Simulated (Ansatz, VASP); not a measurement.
**Ta: VASP beside Ansatz**

INCAR

```
SYSTEM = Ta
PREC = Accurate
ENCUT = 520
EDIFF = 1E-6
ISMEAR = 0
SIGMA = 0.025
LREAL = .FALSE.
LASPH = .TRUE.
NELM = 60
ALGO = Normal
ISIF = 2
LWAVE = .FALSE.
LCHARG = .FALSE.
GGA = PE
NBANDS = 12
```

File KPOINTS:

```
regular mesh
0
G
  11 11 11
  0 0 0
```

Contents of POSCAR:

```
Ta
1.0
   -1.6512800000      1.6512800000      1.6512800000
    1.6512800000     -1.6512800000      1.6512800000
    1.6512800000      1.6512800000     -1.6512800000
Ta
1
Direct
    0.0000000000      0.0000000000      0.0000000000
```

File input.yaml:

```yaml
crystal:
  lattice:
    - [-1.65128, 1.65128, 1.65128]
    - [1.65128, -1.65128, 1.65128]
    - [1.65128, 1.65128, -1.65128]
  atoms:
    - { symbol: Ta, position: [0.0, 0.0, 0.0] }
kpoints:
  mp_grid: { grid: [11, 11, 11] }
scf:
  occupations: { method: gaussian, width: 0.025 }
hamiltonian:
  xc: pbe
  pseudopotentials: { kind: all_electron, lapw: { basis_error: 0.001 } }
output:
  forces: true
  stress: true
  eigenvalues: true
```

Alike in both runs: task single point; functional PBE; k mesh 11 × 11 × 11; occupations gaussian, width 0.025 eV; no spin polarisation.

|  | VASP | Ansatz |
| --- | --- | --- |
| version | VASP 6.6.1 | Ansatz 0.2.0 |
| potentials or method | VASP PAW PBE potentials, release 64 (Ta_pv), cutoff 520 eV | all-electron LAPW, scalar-relativistic |

|  | VASP | Ansatz | Ansatz less VASP |
| --- | --- | --- | --- |
| gap on the k mesh at the Fermi level (eV) | none | none | - |
| pressure (GPa) | 2.2 | 2.1 | -0.16 |

A gap of «none» marks a metal or a gap that the smearing closes. Ansatz ran all-electron here, and VASP with PAW potentials.

Spin-orbit coupling is off throughout.
